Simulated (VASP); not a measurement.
# GaP (F-43m) in VASP: notebook, part 2 of 2

VASP 6.6.1. The steps go on from the part before.

### Step 5. Single point, r2SCAN

Contents of POSCAR:

```
GaP
1.0
    0.0000000000      2.7253992957      2.7253992957
    2.7253992957      0.0000000000      2.7253992957
    2.7253992957      2.7253992957      0.0000000000
Ga P
1 1
Direct
    0.0000000000      0.0000000000      0.0000000000
    0.2500000000      0.2500000000      0.2500000000
```

Contents of INCAR.step1:

```
SYSTEM = GaP
PREC = Accurate ; ENCUT = 520
ISMEAR = 1 ; SIGMA = 0.001
LREAL = .False. ; LASPH = .True.
NELM = 80 ; NBANDS = 16
GGA = PE ; ALGO = Normal
EDIFF = 1E-4 ; LWAVE = .True.
LCHARG = .False.
```

Contents of INCAR.step2:

```
SYSTEM = GaP
PREC = Accurate ; ENCUT = 520
EDIFF = 1E-7 ; ISMEAR = 1
SIGMA = 0.001 ; LREAL = .False.
LASPH = .True. ; NELM = 80
ALGO = Normal ; ISIF = 2
LWAVE = .False. ; LCHARG = .True.
METAGGA = R2SCAN ; LMIXTAU = .True.
LELF = .True. ; LVHAR = .True.
NBANDS = 16 ; ISTART = 1
```

Contents of KPOINTS:

```
Automatic mesh
0
Gamma
  6 6 6
  0 0 0
```

Potentials or basis: VASP PAW PBE potentials, release 64 (Ga_d, P).

On the command line:

```bash
$ cat potpaw_PBE.64/Ga_d/POTCAR potpaw_PBE.64/P/POTCAR > POTCAR
$ cp INCAR.step1 INCAR
$ mpirun -np 1 vasp_std > vasp.out
$ cp INCAR.step2 INCAR
$ mpirun -np 1 vasp_std > vasp.out
```

OUTCAR:

```text
SYSTEM = GaP
   PREC = Accurate
   ENCUT = 520
   EDIFF = 1E-7
   ISMEAR = 1
   LREAL = .False.
   LASPH = .True.
   NELM = 80
   ISIF = 2
   METAGGA = R2SCAN
   ISTART = 1

 ion  position               nearest neighbor table
   1  0.000  0.000  0.000-   2 2.36   2 2.36   2 2.36   2 2.36
   2  0.250  0.250  0.250-   1 2.36   1 2.36   1 2.36   1 2.36

  LATTYP: Found a face centered cubic cell.
 ALAT       =     5.4507985914

  Lattice vectors:

 A1 = (   0.0000000000,   2.7253992957,   2.7253992957)
 A2 = (   2.7253992957,   0.0000000000,   2.7253992957)
 A3 = (   2.7253992957,   2.7253992957,   0.0000000000)

Analysis of symmetry for initial positions (statically):
=====================================================================
 Subroutine PRICEL returns:
 Original cell was already a primitive cell.

 Routine SETGRP: Setting up the symmetry group for a
 face centered cubic supercell.

 Subroutine GETGRP returns: Found 24 space group operations
 (whereof 24 operations were pure point group operations)
 out of a pool of 48 trial point group operations.

The static configuration has the point symmetry T_d .

Analysis of symmetry for dynamics (positions and initial velocities):
=====================================================================
 Subroutine PRICEL returns:
 Original cell was already a primitive cell.

 Routine SETGRP: Setting up the symmetry group for a
 face centered cubic supercell.

 Subroutine GETGRP returns: Found 24 space group operations
 (whereof 24 operations were pure point group operations)
 out of a pool of 48 trial point group operations.

The dynamic configuration has the point symmetry T_d .

 Subroutine INISYM returns: Found 24 space group operations
 (whereof 24 operations are pure point group operations),
 and found     1 'primitive' translations

----------------------------------------------------------------------------------------

                                     Primitive cell

  volume of cell :      40.4874

  direct lattice vectors                    reciprocal lattice vectors
     0.000000000  2.725399296  2.725399296    -0.183459356  0.183459356  0.183459356
     2.725399296  0.000000000  2.725399296     0.183459356 -0.183459356  0.183459356
     2.725399296  2.725399296  0.000000000     0.183459356  0.183459356 -0.183459356

  length of vectors
     3.854296647  3.854296647  3.854296647     0.317760926  0.317760926  0.317760926

  position of ions in fractional coordinates (direct lattice)
     0.000000000  0.000000000  0.000000000
     0.250000000  0.250000000  0.250000000

  ion indices of the primitive-cell ions
   primitive index   ion index
                 1           1
                 2           2

----------------------------------------------------------------------------------------

 KPOINTS: Automatic mesh

Automatic generation of k-mesh.
 Grid dimensions read from file:
 generate k-points for:    6    6    6

 Generating k-lattice:

  Cartesian coordinates                     Fractional coordinates (reciprocal lattice)
    -0.030576559  0.030576559  0.030576559     0.166666667  0.000000000  0.000000000
     0.030576559 -0.030576559  0.030576559     0.000000000  0.166666667  0.000000000
     0.030576559  0.030576559 -0.030576559     0.000000000  0.000000000  0.166666667

  Length of vectors
     0.052960154  0.052960154  0.052960154

  Shift w.r.t. Gamma in fractional coordinates (k-lattice)
     0.000000000  0.000000000  0.000000000

 Subroutine IBZKPT returns following result:
 ===========================================

 Found     16 irreducible k-points:

 Following reciprocal coordinates:
            Coordinates               Weight
  0.000000  0.000000  0.000000      1.000000
  0.166667  0.000000  0.000000      8.000000
  0.333333  0.000000  0.000000      8.000000
  0.500000  0.000000  0.000000      4.000000
  0.166667  0.166667  0.000000      6.000000
  0.333333  0.166667  0.000000     24.000000
[... 8 lines left out ...]
 -0.333333  0.333333  0.166667     24.000000
 -0.333333  0.500000  0.166667     12.000000
   k-points           NKPTS =     16   k-points in BZ     NKDIM =     16   number of bands    NBANDS=     16
   number of dos      NEDOS =    301   number of ions     NIONS =      2
   total plane-waves  NPLWV =  27000
   dimension x,y,z NGX =    30 NGY =   30 NGZ =   30
   dimension x,y,z NGXF=    60 NGYF=   60 NGZF=   60
   ions per type =               1   1
   NGX,Y,Z   is equivalent  to a cutoff of  12.94, 12.94, 12.94 a.u.
   NGXF,Y,Z  is equivalent  to a cutoff of  25.88, 25.88, 25.88 a.u.
 SYSTEM =  GaP
   PREC   = accura    normal or accurate (medium, high low for compatibility)
   ISTART =      1    job   : 0-new  1-cont  2-samecut
   ICHARG =      0    charge: 1-file 2-atom 10-const
   ISPIN  =      1    spin polarized calculation?
   LNONCOLLINEAR =      F non collinear calculations
   LSORBIT =      F    spin-orbit coupling
   LASPH  =      T    aspherical Exc in radial PAW
   ENCUT  =  520.0 eV  38.22 Ry    6.18 a.u.   7.17  7.17  7.17*2*pi/ulx,y,z
   NELM   =     80;   NELMIN=  2; NELMDL=  0     # of ELM steps
   EDIFF  = 0.1E-06   stopping-criterion for ELM
   LREAL  =      F    real-space projection
   EDIFFG = 0.1E-05   stopping-criterion for IOM
   NSW    =      0    number of steps for IOM
   IBRION =     -1    ionic relax: 0-MD 1-quasi-New 2-CG
   NFREE  =      0    steps in history (QN), initial steepest desc. (CG)
   ISIF   =      2    stress and relaxation
   ISYM   =      2    0-nonsym 1-usesym 2-fastsym
   POTIM  = 0.5000    time-step for ionic-motion
   TEBEG  =    0.0;   TEEND  =   0.0 temperature during run
   PSTRESS=    0.0 pullay stress
   NELECT =      18.0000    total number of electrons
   NUPDOWN=      -1.0000    fix difference up-down
   EMIN   =  10.00;   EMAX   =-10.00  energy-range for DOS
   EFERMI =   0.00;   METHOD = LEGACY
   ISMEAR =     1;   SIGMA  =   0.00  broadening in eV -4-tet -1-fermi 0-gaus
   EFERMI_NEDOS =   21; number of points for ismear=-14 and -15
   IALGO  =     38    algorithm
   IMIX   =      4    mixing-type and parameters
     AMIX     =   0.40;   BMIX     =  1.00
     AMIX_MAG =   1.60;   BMIX_MAG =  1.00
  volume/ion in A,a.u.               =      20.24       136.61
  Fermi-wavevector in a.u.,A,eV,Ry     =   1.249469  2.361154 21.241049  1.561173
  Thomas-Fermi vector in A             =   2.383508
   LORBIT       =      0    0 simple, 1 ext, 2 COOP (PROOUT), +10 PAW based schemes
   METAGGA = R2SCAN    functional components
   LHFCALC =     F    Hartree Fock is set to
   AEXX    =    0.0000 exact exchange contribution
   IVDW    =     0    specifies the selected vdW correction
   LEPSILON=     F    determine dielectric tensor
   LRPA    =     F    only Hartree local field effects (RPA)
 non-spin polarized calculation
 Methfessel and Paxton  Order N= 1 SIGMA  =   0.00
  energy-cutoff  :      520.00
  volume of cell :       40.49
 maximum number of plane-waves:      1113
 NGX is ok and might be reduce to    30
   NGX = 15   NGY = 15   NGZ = 15

 number of electron      17.9999989 magnetization

 Free energy of the ion-electron system (eV)
  ---------------------------------------------------
  ext. energy  EPLUGINS =         0.00000000
  ---------------------------------------------------
  free energy    TOTEN  =       -21.45100782 eV

  energy without entropy =      -21.45100782  energy(sigma->0) =      -21.45100782

 E-fermi :   4.5144     XC(G=0): -10.5460

 val. band max:        4.4656871257   @ k =   0.0000   0.0000   0.0000
 cond. band min:       6.3750181968   @ k =   0.5000   0.5000   0.0000
 fundamental gap:      1.9093310711
 Fermi energy:         4.5144360294

 k-point     1 :       0.0000    0.0000    0.0000
  band No.  band energies     occupation
      1     -10.5294      2.00000
      2     -10.5294      2.00000
      3     -10.5294      2.00000
      4     -10.4159      2.00000
      5     -10.4159      2.00000
      6      -8.5550      2.00000
[... 8 lines left out ...]
     15      14.7357      0.00000
     16      14.7357      0.00000
[... 267 lines left out ...]
 k-point    16 :      -0.3333    0.5000    0.1667
  band No.  band energies     occupation
      1     -10.6460      2.00000
      2     -10.4792      2.00000
      3     -10.4637      2.00000
      4     -10.4383      2.00000
      5     -10.4016      2.00000
      6      -5.3874      2.00000
[... 8 lines left out ...]
     15      17.0456      0.00000
     16      18.8510      0.00000

------------------------ aborting loop because EDIFF is reached ----------------------------------------

  FORCE on cell =-STRESS in cart. coord.  units (eV):
  Direction    XX          YY          ZZ          XY          YZ          ZX
  --------------------------------------------------------------------------------------
  -------------------------------------------------------------------------------------
  Total       -0.0011148     -0.0011148     -0.0011148     -0.0000000     -0.0000000      0.0000000
  in kB       -0.0441135     -0.0441135     -0.0441135     -0.0000000     -0.0000000      0.0000000
  external PRESSURE =      -0.0441135 kB  Pullay stress =       0.0000000 kB

 VOLUME and BASIS-vectors are now :
 -----------------------------------------------------------------------------
  energy-cutoff  :      520.00
  volume of cell :       40.49
      direct lattice vectors                 reciprocal lattice vectors
     0.000000000  2.725399296  2.725399296    -0.183459356  0.183459356  0.183459356
     2.725399296  0.000000000  2.725399296     0.183459356 -0.183459356  0.183459356
     2.725399296  2.725399296  0.000000000     0.183459356  0.183459356 -0.183459356

 POSITION                                       TOTAL-FORCE (eV/Angst)
 -----------------------------------------------------------------------------------
      0.00000      0.00000      0.00000        -0.000000      0.000000      0.000000
      1.36270      1.36270      1.36270         0.000000     -0.000000     -0.000000
 -----------------------------------------------------------------------------------
    total drift:                                0.000010      0.000010      0.000010

  FREE ENERGIE OF THE ION-ELECTRON SYSTEM (eV)
  ---------------------------------------------------
  free  energy   TOTEN  =       -21.4510078236 eV

  energy  without entropy=      -21.4510078236  energy(sigma->0) =      -21.45100782
```

It took 42 s on 1 thread of Intel Xeon Platinum 8488C (Sapphire Rapids), shared host; peak memory 0.17 GiB.

What came out:

```yaml
Free_energy: -21.4510 eV
Pressure: 0.0 GPa
Band_gap_on_the_k_mesh: 1.91 eV, indirect (least direct gap 2.34 eV)
```

Caveat: the PAW data sets were made with another functional, which shifts forces and pressure a little. r2SCAN opens gaps a little over a GGA but as a rule still falls short of measured ones.

### Step 6. Single point, r2SCAN

POSCAR is that of step 5.

Contents of INCAR.step1:

```
SYSTEM = GaP
ALGO = Normal
EDIFF = 1E-4
ENCUT = 520
GGA = PE
ISMEAR = 0
ISYM = 0
LASPH = .True.
LCHARG = .False.
LREAL = .False.
LWAVE = .True.
NBANDS = 16
NELM = 100
PREC = Accurate
SIGMA = 0.01
```

Contents of INCAR.step2:

```
SYSTEM = GaP
ALGO = Normal
EDIFF = 1E-6
ENCUT = 520
ISIF = 2
ISMEAR = 0
ISTART = 1
ISYM = 0
LASPH = .True.
LCHARG = .True.
LELF = .True.
LMIXTAU = .True.
LREAL = .False.
LVHAR = .True.
LWAVE = .False.
METAGGA = R2SCAN
NBANDS = 16
NELM = 100
PREC = Accurate
SIGMA = 0.01
```

Contents of KPOINTS:

```
k-points
0
Gamma
  6 6 6
  0 0 0
```

Potentials or basis: VASP PAW PBE potentials, release 64 (Ga_d, P).

On the command line:

```bash
$ cat potpaw_PBE.64/Ga_d/POTCAR potpaw_PBE.64/P/POTCAR > POTCAR
$ cp INCAR.step1 INCAR
$ mpirun -np 1 vasp_std > vasp.out
$ cp INCAR.step2 INCAR
$ mpirun -np 1 vasp_std > vasp.out
```

Run time: 3.6 min. Hardware: 1 thread of Intel Xeon Platinum 8488C (Sapphire Rapids), shared host; peak memory 0.21 GiB.

It converged, with:

```
Free energy            : -21.4510 eV
Pressure               : 0.0 GPa
Band gap on the k mesh : 1.91 eV, indirect (least direct gap 2.34 eV)
```

Levels at points of the mesh, in eV from the valence-band top:
```csv
k point,band 6,band 7,band 8,band 9,band 10,band 11,band 12,band 13
"(0.00, 0.00, 0.00)",-13.02,0.00,0.00,0.00,2.34,4.19,4.19,4.19
"(0.50, 0.00, 0.00)",-10.86,-6.85,-1.17,-1.17,2.04,5.05,5.05,8.83
"(0.00, 0.50, 0.00)",-10.86,-6.85,-1.17,-1.17,2.04,5.05,5.05,8.83
"(0.00, 0.00, 0.50)",-10.86,-6.85,-1.17,-1.17,2.04,5.05,5.05,8.83
"(0.50, 0.50, 0.50)",-10.86,-6.85,-1.17,-1.17,2.04,5.05,5.05,8.83
"(0.50, 0.50, 0.00)",-9.92,-6.96,-2.80,-2.80,1.91,2.10,11.35,11.35
"(0.00, 0.50, 0.50)",-9.92,-6.96,-2.80,-2.80,1.91,2.10,11.35,11.35
"(0.50, 0.00, 0.50)",-9.92,-6.96,-2.80,-2.80,1.91,2.10,11.35,11.35
```

Caveat: the PAW data sets were made with another functional, which shifts forces and pressure a little. r2SCAN opens gaps a little over a GGA but as a rule still falls short of measured ones.

### Step 7. The runs side by side

| level | smearing | gap on the mesh (eV) | pressure (GPa) |
| --- | --- | --- | --- |
| r2SCAN | gaussian 0.01 eV | 1.91 | 0.0 |
| r2SCAN | gaussian 0.2 eV | 1.91 | 0.0 |
| r2SCAN+D3(BJ) | gaussian 0.01 eV | 1.91 | -1.2 |
| r2SCAN | methfessel-paxton 0.001 eV | 1.91 | 0.0 |

Alike in all rows: task single point; potentials or basis VASP PAW PBE potentials, release 64 (Ga_d, P); no spin polarisation; cell as given; k mesh 6 × 6 × 6; cutoff (eV) 520.

On the cell as given the gap runs from 1.91 eV (r2SCAN) to 1.91 eV (r2SCAN). The pressure there spans -1.2 GPa (r2SCAN+D3(BJ)) to 0.0 GPa (r2SCAN); a positive pressure means that this level wants a larger cell, a negative one a smaller.

Caveats: the PAW data sets were made with another functional, which shifts forces and pressure a little.

Absolute energies hang on the potentials; compare differences alone.
